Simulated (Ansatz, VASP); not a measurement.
## GaAs in VASP and in Ansatz

The input INCAR:

```
SYSTEM = GaAs
ALGO = Normal ; EDIFF = 1E-7
ENCUT = 520 ; GGA = PE
ISIF = 2 ; ISMEAR = -1
LASPH = .True. ; LCHARG = .False.
LREAL = .False. ; LWAVE = .False.
NBANDS = 16 ; NELM = 60
PREC = Accurate ; SIGMA = 0.05
```

The input KPOINTS:

```
k-points
0
Gamma
  11 11 11
  0 0 0
```

POSCAR

```
GaAs
1.0
    0.0000000000      2.7691429914      2.7691429914
    2.7691429914      0.0000000000      2.7691429914
    2.7691429914      2.7691429914      0.0000000000
Ga As
1 1
Direct
    0.0000000000      0.0000000000      0.0000000000
    0.7500000000      0.7500000000      0.7500000000
```

Input for Ansatz:

```yaml
crystal:
  lattice:
    - [0.0, 2.7691429914, 2.7691429914]
    - [2.7691429914, 0.0, 2.7691429914]
    - [2.7691429914, 2.7691429914, 0.0]
  atoms:
    - { symbol: Ga, position: [0.0, 0.0, 0.0] }
    - { symbol: As, position: [0.75, 0.75, 0.75] }
kpoints:
  mp_grid: { grid: [11, 11, 11] }
  band_path:
    path:
      - [0.0, 0.0, 0.0]
      - [-0.5, -0.5, 0.0]
      - [-0.375, -0.375, 0.25]
      - [-0.375, 0.0, 0.375]
      - [0.0, 0.0, 0.0]
      - [0.0, 0.0, 0.5]
      - [-0.5, -0.25, 0.25]
      - [-0.5, -0.5, 0.0]
    npoints: 5
scf:
  occupations: { method: fermi_dirac, width: 0.05 }
hamiltonian:
  xc: pbe
  pseudopotentials: { kind: all_electron, lapw: { basis_error: 0.0005 } }
output:
  forces: true
  stress: true
  eigenvalues: true
```

Change from the starting cell: volume scaled by 0.94.

Alike in both runs: task single point; functional PBE; k mesh 11 × 11 × 11; occupations fermi-dirac, width 0.05 eV; no spin polarisation.

|  | VASP | Ansatz |
| --- | --- | --- |
| version | VASP 6.6.1 | Ansatz 0.2.0 |
| potentials or method | VASP PAW PBE potentials, release 64 (Ga_d, As), cutoff 520 eV | all-electron LAPW, scalar-relativistic |

```tsv
	VASP	Ansatz	Ansatz less VASP
pressure (GPa)	8.9	8.7	-0.24
```

Ansatz ran all-electron here, and VASP with PAW potentials.
